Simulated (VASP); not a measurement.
# C (Fd-3m) in VASP: a series of runs

The runs below take C through electric field gradients, with PBE.

Program: VASP 6.6.1. These are calculated values, not measurements. Logs are shortened: lines on timing, memory, paths and dates and some standing lists are left out, and cuts for length are marked.

## (1) The cell of the first run

It takes space group Fd-3m (No. 227, cubic). Conventional cell: a = 3.494 Å, b = 3.494 Å, c = 3.494 Å, α = 90.00°, β = 90.00°, γ = 90.00°. Within 2.0 Å of C (site symmetry -43m) lie 4 C at 1.51 Å.

## (2) Electric field gradients, PBE (volume scaled by 0.94)

The input, INCAR:

```
SYSTEM = C
ALGO = Normal ; EDIFF = 1E-8
ENCUT = 520 ; GGA = PE
ISIF = 2 ; ISMEAR = -1
LASPH = .True. ; LCHARG = .False.
LEFG = .True. ; LREAL = .False.
LWAVE = .False. ; NBANDS = 11
NELM = 80 ; PREC = Accurate
SIGMA = 0.08
```

The input, KPOINTS:

```
k-points
0
Gamma
  20 20 20
  0 0 0
```

The input, POSCAR:

```
C
1.0
    0.0000000000      1.7469938663      1.7469938663
    1.7469938663      0.0000000000      1.7469938663
    1.7469938663      1.7469938663      0.0000000000
C
2
Direct
    0.5000000000      0.5000000000      0.5000000000
    0.7500000000      0.7500000000      0.7500000000
```

Potentials or basis: VASP PAW PBE potentials, release 64 (C).

The run is started by

```bash
> cat potpaw_PBE.64/C/POTCAR > POTCAR
> mpirun -np 1 vasp_std > vasp.out
```

OUTCAR:

```text
SYSTEM = C
   EDIFF = 1E-8
   ENCUT = 520
   GGA = PE
   ISIF = 2
   ISMEAR = -1
   LASPH = .True.
   LREAL = .False.
   NELM = 80
   PREC = Accurate

 ion  position               nearest neighbor table
   1  0.500  0.500  0.500-   2 1.51   2 1.51   2 1.51   2 1.51
   2  0.750  0.750  0.750-   1 1.51   1 1.51   1 1.51   1 1.51

  LATTYP: Found a face centered cubic cell.
 ALAT       =     3.4939877326

  Lattice vectors:

 A1 = (   0.0000000000,   1.7469938663,   1.7469938663)
 A2 = (   1.7469938663,   0.0000000000,   1.7469938663)
 A3 = (   1.7469938663,   1.7469938663,   0.0000000000)

Analysis of symmetry for initial positions (statically):
=====================================================================
 Subroutine PRICEL returns:
 Original cell was already a primitive cell.

 Routine SETGRP: Setting up the symmetry group for a
 face centered cubic supercell.

 Subroutine GETGRP returns: Found 48 space group operations
 (whereof 24 operations were pure point group operations)
 out of a pool of 48 trial point group operations.

The static configuration has the point symmetry T_d .
 The point group associated with its full space group is O_h .

Analysis of symmetry for dynamics (positions and initial velocities):
=====================================================================
 Subroutine PRICEL returns:
 Original cell was already a primitive cell.

 Routine SETGRP: Setting up the symmetry group for a
 face centered cubic supercell.

 Subroutine GETGRP returns: Found 48 space group operations
 (whereof 24 operations were pure point group operations)
 out of a pool of 48 trial point group operations.

The dynamic configuration has the point symmetry T_d .
 The point group associated with its full space group is O_h .

 Subroutine INISYM returns: Found 48 space group operations
 (whereof 24 operations are pure point group operations),
 and found     1 'primitive' translations

----------------------------------------------------------------------------------------

                                     Primitive cell

  volume of cell :      10.6636

  direct lattice vectors                    reciprocal lattice vectors
     0.000000000  1.746993866  1.746993866    -0.286205928  0.286205928  0.286205928
     1.746993866  0.000000000  1.746993866     0.286205928 -0.286205928  0.286205928
     1.746993866  1.746993866  0.000000000     0.286205928  0.286205928 -0.286205928

  length of vectors
     2.470622419  2.470622419  2.470622419     0.495723208  0.495723208  0.495723208

  position of ions in fractional coordinates (direct lattice)
     0.500000000  0.500000000  0.500000000
     0.750000000  0.750000000  0.750000000

  ion indices of the primitive-cell ions
   primitive index   ion index
                 1           1
                 2           2

----------------------------------------------------------------------------------------

 KPOINTS: k-points

Automatic generation of k-mesh.
 Grid dimensions read from file:
 generate k-points for:   20   20   20

 Generating k-lattice:

  Cartesian coordinates                     Fractional coordinates (reciprocal lattice)
    -0.014310296  0.014310296  0.014310296     0.050000000  0.000000000  0.000000000
     0.014310296 -0.014310296  0.014310296     0.000000000  0.050000000  0.000000000
     0.014310296  0.014310296 -0.014310296     0.000000000  0.000000000  0.050000000

  Length of vectors
     0.024786160  0.024786160  0.024786160

  Shift w.r.t. Gamma in fractional coordinates (k-lattice)
     0.000000000  0.000000000  0.000000000

 Subroutine IBZKPT returns following result:
 ===========================================

 Found    256 irreducible k-points:

 Following reciprocal coordinates:
            Coordinates               Weight
  0.000000  0.000000  0.000000      1.000000
  0.050000  0.000000  0.000000      8.000000
  0.100000  0.000000  0.000000      8.000000
  0.150000  0.000000  0.000000      8.000000
  0.200000  0.000000  0.000000      8.000000
  0.250000  0.000000  0.000000      8.000000
[... 16 lines left out ...]
 -0.400000  0.050000  0.000000     24.000000
 -0.350000  0.050000  0.000000     24.000000
 [... further k-points ...]
   k-points           NKPTS =    256   k-points in BZ     NKDIM =    256   number of bands    NBANDS=     11
   number of dos      NEDOS =    301   number of ions     NIONS =      2
   total plane-waves  NPLWV =   5832
   dimension x,y,z NGX =    18 NGY =   18 NGZ =   18
   dimension x,y,z NGXF=    36 NGYF=   36 NGZF=   36
   ions per type =               2
   NGX,Y,Z   is equivalent  to a cutoff of  12.11, 12.11, 12.11 a.u.
   NGXF,Y,Z  is equivalent  to a cutoff of  24.22, 24.22, 24.22 a.u.
 SYSTEM =  C
   PREC   = accura    normal or accurate (medium, high low for compatibility)
   ISTART =      0    job   : 0-new  1-cont  2-samecut
   ICHARG =      2    charge: 1-file 2-atom 10-const
   ISPIN  =      1    spin polarized calculation?
   LNONCOLLINEAR =      F non collinear calculations
   LSORBIT =      F    spin-orbit coupling
   LASPH  =      T    aspherical Exc in radial PAW
   ENCUT  =  520.0 eV  38.22 Ry    6.18 a.u.   4.59  4.59  4.59*2*pi/ulx,y,z
   NELM   =     80;   NELMIN=  2; NELMDL= -5     # of ELM steps
   EDIFF  = 0.1E-07   stopping-criterion for ELM
   LREAL  =      F    real-space projection
   EDIFFG = 0.1E-06   stopping-criterion for IOM
   NSW    =      0    number of steps for IOM
   IBRION =     -1    ionic relax: 0-MD 1-quasi-New 2-CG
   NFREE  =      0    steps in history (QN), initial steepest desc. (CG)
   ISIF   =      2    stress and relaxation
   ISYM   =      2    0-nonsym 1-usesym 2-fastsym
   POTIM  = 0.5000    time-step for ionic-motion
   TEBEG  =    0.0;   TEEND  =   0.0 temperature during run
   PSTRESS=    0.0 pullay stress
   NELECT =       8.0000    total number of electrons
   NUPDOWN=      -1.0000    fix difference up-down
   EMIN   =  10.00;   EMAX   =-10.00  energy-range for DOS
   EFERMI =   0.00;   METHOD = LEGACY
   ISMEAR =    -1;   SIGMA  =   0.08  broadening in eV -4-tet -1-fermi 0-gaus
   EFERMI_NEDOS =   21; number of points for ismear=-14 and -15
   IALGO  =     38    algorithm
   IMIX   =      4    mixing-type and parameters
     AMIX     =   0.40;   BMIX     =  1.00
     AMIX_MAG =   1.60;   BMIX_MAG =  1.00
  volume/ion in A,a.u.               =       5.33        35.98
  Fermi-wavevector in a.u.,A,eV,Ry     =   1.487545  2.811052 30.106838  2.212790
  Thomas-Fermi vector in A             =   2.600692
   LORBIT       =      0    0 simple, 1 ext, 2 COOP (PROOUT), +10 PAW based schemes
   GGA     = PE    functional components
   LHFCALC =     F    Hartree Fock is set to
   AEXX    =    0.0000 exact exchange contribution
   IVDW    =     0    specifies the selected vdW correction
   LEPSILON=     F    determine dielectric tensor
   LRPA    =     F    only Hartree local field effects (RPA)
 non-spin polarized calculation
  energy-cutoff  :      520.00
  volume of cell :       10.66
 maximum number of plane-waves:       302
   NGX =  9   NGY =  9   NGZ =  9

 number of electron       8.0000001 magnetization

 Free energy of the ion-electron system (eV)
  ---------------------------------------------------
  ext. energy  EPLUGINS =         0.00000000
  ---------------------------------------------------
  free energy    TOTEN  =       -18.11170976 eV

  energy without entropy =      -18.11170976  energy(sigma->0) =      -18.11170976

 E-fermi :  12.0549     XC(G=0): -13.5636

 val. band max:       10.6453375065   @ k =   0.0000   0.0000   0.0000
 cond. band min:      14.9191005964   @ k =   0.3500   0.3500   0.0000
 fundamental gap:      4.2737630899
 Fermi energy:        12.0548716427

 k-point     1 :       0.0000    0.0000    0.0000
  band No.  band energies     occupation
      1     -11.6810      2.00000
      2      10.6453      2.00000
      3      10.6453      2.00000
      4      10.6453      2.00000
      5      16.4063      0.00000
      6      16.4063      0.00000
      7      16.4063      0.00000
      8      25.4234      0.00000
      9      30.7517      0.00000
     10      37.8706      0.00000
     11      37.8706      0.00000

 k-point     2 :       0.0500    0.0000    0.0000
  band No.  band energies     occupation
      1     -11.6088      2.00000
      2      10.1347      2.00000
      3      10.5126      2.00000
      4      10.5126      2.00000
      5      16.5795      0.00000
      6      16.5795      0.00000
      7      16.7355      0.00000
      8      25.4654      0.00000
      9      30.8753      0.00000
     10      36.5771      0.00000
     11      36.5771      0.00000

 k-point     3 :       0.1000    0.0000    0.0000
  band No.  band energies     occupation
      1     -11.3925      2.00000
      2       8.8849      2.00000
      3      10.1675      2.00000
      4      10.1675      2.00000
      5      17.0336      0.00000
      6      17.0336      0.00000
      7      17.4534      0.00000
      8      25.5891      0.00000
      9      31.2051      0.00000
     10      35.2081      0.00000
     11      35.2081      0.00000

 k-point     4 :       0.1500    0.0000    0.0000
  band No.  band energies     occupation
      1     -11.0326      2.00000
      2       7.2831      2.00000
      3       9.7140      2.00000
      4       9.7140      2.00000
      5      17.6295      0.00000
      6      17.6295      0.00000
      7      18.2114      0.00000
      8      25.7853      0.00000
      9      31.6249      0.00000
     10      34.2019      0.00000
     11      34.2019      0.00000
[... 239 lines left out ...]
 k-point    22 :      -0.4500    0.0500    0.0000
  band No.  band energies     occupation
      1      -5.8042      2.00000
      2      -2.9985      2.00000
      3       7.3468      2.00000
      4       7.6589      2.00000
      5      19.3481      0.00000
      6      19.5035      0.00000
      7      20.5459      0.00000
      8      26.9280      0.00000
      9      33.1092      0.00000
     10      36.1492      0.00000
     11      36.6924      0.00000

 k-point    23 :      -0.4000    0.0500    0.0000
  band No.  band energies     occupation
      1      -6.7962      2.00000
      2      -1.7321      2.00000
      3       7.3555      2.00000
      4       7.8671      2.00000
      5      19.3763      0.00000
      6      19.4605      0.00000
      7      20.4570      0.00000
      8      26.8397      0.00000
      9      32.8731      0.00000
     10      35.3949      0.00000
     11      36.3124      0.00000

 k-point    24 :      -0.3500    0.0500    0.0000
  band No.  band energies     occupation
      1      -7.8264      2.00000
      2      -0.1988      2.00000
      3       7.4617      2.00000
      4       8.1596      2.00000
      5      19.2066      0.00000
      6      19.5356      0.00000
      7      20.2903      0.00000
      8      26.6632      0.00000
      9      32.6216      0.00000
     10      34.1167      0.00000
     11      35.9909      0.00000

 [... further k-points ...]

------------------------ aborting loop because EDIFF is reached ----------------------------------------

  FORCE on cell =-STRESS in cart. coord.  units (eV):
  Direction    XX          YY          ZZ          XY          YZ          ZX
  --------------------------------------------------------------------------------------
  -------------------------------------------------------------------------------------
  Total        2.2063743      2.2063743      2.2063743      0.0000000      0.0000000      0.0000000
  in kB      331.5016081    331.5016081    331.5016081      0.0000000      0.0000000      0.0000000
  external PRESSURE =     331.5016081 kB  Pullay stress =       0.0000000 kB

 VOLUME and BASIS-vectors are now :
 -----------------------------------------------------------------------------
  energy-cutoff  :      520.00
  volume of cell :       10.66
      direct lattice vectors                 reciprocal lattice vectors
     0.000000000  1.746993866  1.746993866    -0.286205928  0.286205928  0.286205928
     1.746993866  0.000000000  1.746993866     0.286205928 -0.286205928  0.286205928
     1.746993866  1.746993866  0.000000000     0.286205928  0.286205928 -0.286205928

 POSITION                                       TOTAL-FORCE (eV/Angst)
 -----------------------------------------------------------------------------------
      1.74699      1.74699      1.74699         0.000000      0.000000      0.000000
      2.62049      2.62049      2.62049        -0.000000     -0.000000     -0.000000
 -----------------------------------------------------------------------------------
    total drift:                                0.000000      0.000000      0.000000

  FREE ENERGIE OF THE ION-ELECTRON SYSTEM (eV)
  ---------------------------------------------------
  free  energy   TOTEN  =       -18.1117097646 eV

  energy  without entropy=      -18.1117097645  energy(sigma->0) =      -18.11170976

 Electric field gradients (V/A^2)
---------------------------------------------------------------------
 ion       V_xx      V_yy      V_zz      V_xy      V_xz      V_yz
---------------------------------------------------------------------
   1       0.000    -0.000     0.000     0.000     0.000     0.000
   2      -0.000    -0.000     0.000     0.000     0.000     0.000
---------------------------------------------------------------------

 Electric field gradients after diagonalization (V/A^2)
 (convention: |V_zz| > |V_xx| > |V_yy|)
----------------------------------------------------------------------
 ion       V_xx      V_yy      V_zz     asymmetry (V_yy - V_xx)/ V_zz
----------------------------------------------------------------------
   1      -0.000    -0.000     0.001       0.000
   2      -0.000    -0.000     0.001       0.000
----------------------------------------------------------------------

           NMR quadrupolar parameters

 Cq : quadrupolar parameter    Cq=e*Q*V_zz/h
 eta: asymmetry parameters     (V_yy - V_xx)/ V_zz
 Q  : nuclear electric quadrupole moment in mb (millibarn)
----------------------------------------------------------------------
 ion       Cq(MHz)       eta       Q (mb)
----------------------------------------------------------------------
   1       0.000       0.000       1.000
   2       0.000       0.000       1.000
----------------------------------------------------------------------
```

Run time: 13 s. Hardware: 1 thread of Intel Xeon Platinum 8559C (Emerald Rapids), shared host; peak memory 0.13 GiB.

What came out:

| Quantity | Value |
| --- | --- |
| Free energy | -18.1117 eV |
| Pressure | 33.2 GPa |
| Band gap on the k mesh | 4.27 eV, indirect (least direct gap 5.76 eV) |

Caveat: without QUAD_EFG the Cq values of the log hold for a quadrupole moment of 1 mb, not for the nuclei.

## (3) Electric field gradients, PBE (volume scaled by 0.96)

The input, INCAR:

```
PREC = Accurate ; ENCUT = 520
EDIFF = 1E-8 ; ISMEAR = -1
SIGMA = 0.08 ; LREAL = F
LASPH = T ; NELM = 100
ALGO = Normal ; ISIF = 2
LWAVE = F ; LCHARG = F
GGA = PE ; LEFG = T
NBANDS = 11
```

The input, KPOINTS:

```
Automatic mesh
0
Gamma
  20 20 20
```

The input, POSCAR:

```
C
1.0
    0.0000000000      1.7592970453      1.7592970453
    1.7592970453      0.0000000000      1.7592970453
    1.7592970453      1.7592970453      0.0000000000
C
2
Direct
    0.5000000000      0.5000000000      0.5000000000
    0.7500000000      0.7500000000      0.7500000000
```

Potentials or basis: VASP PAW PBE potentials, release 64 (C).

The run is started by

```bash
> cat potpaw_PBE.64/C/POTCAR > POTCAR
> mpirun -np 1 vasp_std > vasp.out
```

OUTCAR:

```text
PREC = Accurate
   ENCUT = 520
   EDIFF = 1E-8
   ISMEAR = -1
   LREAL = F
   LASPH = T
   NELM = 100
   ISIF = 2
   GGA = PE

 ion  position               nearest neighbor table
   1  0.500  0.500  0.500-   2 1.52   2 1.52   2 1.52   2 1.52
   2  0.750  0.750  0.750-   1 1.52   1 1.52   1 1.52   1 1.52

  LATTYP: Found a face centered cubic cell.
 ALAT       =     3.5185940906

  Lattice vectors:

 A1 = (   0.0000000000,   1.7592970453,   1.7592970453)
 A2 = (   1.7592970453,   0.0000000000,   1.7592970453)
 A3 = (   1.7592970453,   1.7592970453,   0.0000000000)

[... 548 lines left out ...]
  free  energy   TOTEN  =       -18.1509396632 eV

  energy  without entropy=      -18.1509396632  energy(sigma->0) =      -18.15093966

 Electric field gradients (V/A^2)
---------------------------------------------------------------------
 ion       V_xx      V_yy      V_zz      V_xy      V_xz      V_yz
---------------------------------------------------------------------
   1      -0.000     0.000    -0.000    -0.000    -0.000    -0.000
   2      -0.000     0.000    -0.000    -0.000    -0.000    -0.000
---------------------------------------------------------------------

 Electric field gradients after diagonalization (V/A^2)
 (convention: |V_zz| > |V_xx| > |V_yy|)
----------------------------------------------------------------------
 ion       V_xx      V_yy      V_zz     asymmetry (V_yy - V_xx)/ V_zz
----------------------------------------------------------------------
   1       0.000     0.000    -0.000       0.000
   2       0.000     0.000    -0.000       0.000
----------------------------------------------------------------------

           NMR quadrupolar parameters

 Cq : quadrupolar parameter    Cq=e*Q*V_zz/h
 eta: asymmetry parameters     (V_yy - V_xx)/ V_zz
 Q  : nuclear electric quadrupole moment in mb (millibarn)
----------------------------------------------------------------------
 ion       Cq(MHz)       eta       Q (mb)
----------------------------------------------------------------------
   1      -0.000       0.000       1.000
   2      -0.000       0.000       1.000
----------------------------------------------------------------------
```

OSZICAR:

```text
N       E                     dE             d eps       ncg     rms          rms(c)
DAV:   1     0.716228018705E+00    0.71623E+00   -0.47632E+03  6002   0.699E+02
DAV:   2    -0.185250540252E+02   -0.19241E+02   -0.18635E+02  7421   0.128E+02
DAV:   3    -0.188712404901E+02   -0.34619E+00   -0.34528E+00  6566   0.129E+01
DAV:   4    -0.188717455670E+02   -0.50508E-03   -0.50507E-03  6082   0.623E-01
DAV:   5    -0.188717461087E+02   -0.54173E-06   -0.54153E-06  6471   0.190E-02    0.586E+00
DAV:   6    -0.183308276335E+02    0.54092E+00   -0.28227E-01  5788   0.377E+00    0.350E+00
DAV:   7    -0.181489583503E+02    0.18187E+00   -0.34157E-01  6094   0.420E+00    0.826E-01
DAV:   8    -0.181508816817E+02   -0.19233E-02   -0.93208E-03  5869   0.731E-01    0.450E-02
DAV:   9    -0.181509188924E+02   -0.37211E-04   -0.61515E-05  6825   0.632E-02    0.254E-02
DAV:  10    -0.181509396131E+02   -0.20721E-04   -0.14860E-05  6058   0.344E-02    0.543E-03
DAV:  11    -0.181509397092E+02   -0.96183E-07   -0.25376E-07  6901   0.461E-03    0.510E-04
DAV:  12    -0.181509396706E+02    0.38595E-07   -0.15907E-08  6118   0.126E-03    0.264E-04
DAV:  13    -0.181509396632E+02    0.73976E-08   -0.60704E-10  3202   0.203E-04
   1 F= -.18150940E+02 E0= -.18150940E+02  d E =-.857328E-10
```

Wall time 16 s (1 thread of Intel Xeon Platinum 8559C (Emerald Rapids), shared host); peak memory 0.13 GiB.

Results:

```yaml
Free_energy: -18.1509 eV
Pressure: 21.9 GPa
Band_gap_on_the_k_mesh: 4.23 eV, indirect (least direct gap 5.70 eV)
```

Levels at points of the mesh, in eV from the valence-band top:
| k point | band 1 | band 2 | band 3 | band 4 | band 5 | band 6 | band 7 | band 8 |
| --- | --- | --- | --- | --- | --- | --- | --- | --- |
| (0.00, 0.00, 0.00) | -22.03 | 0.00 | 0.00 | 0.00 | 5.70 | 5.70 | 5.70 | 14.28 |
| (0.50, 0.00, 0.00) | -16.02 | -13.83 | -2.91 | -2.91 | 8.63 | 8.63 | 9.41 | 16.07 |
| (0.50, 0.50, 0.00) | -13.06 | -13.06 | -6.55 | -6.55 | 4.84 | 4.84 | 17.44 | 17.44 |

Caveat: without QUAD_EFG the Cq values of the log hold for a quadrupole moment of 1 mb, not for the nuclei. A k mesh can miss the band edges.
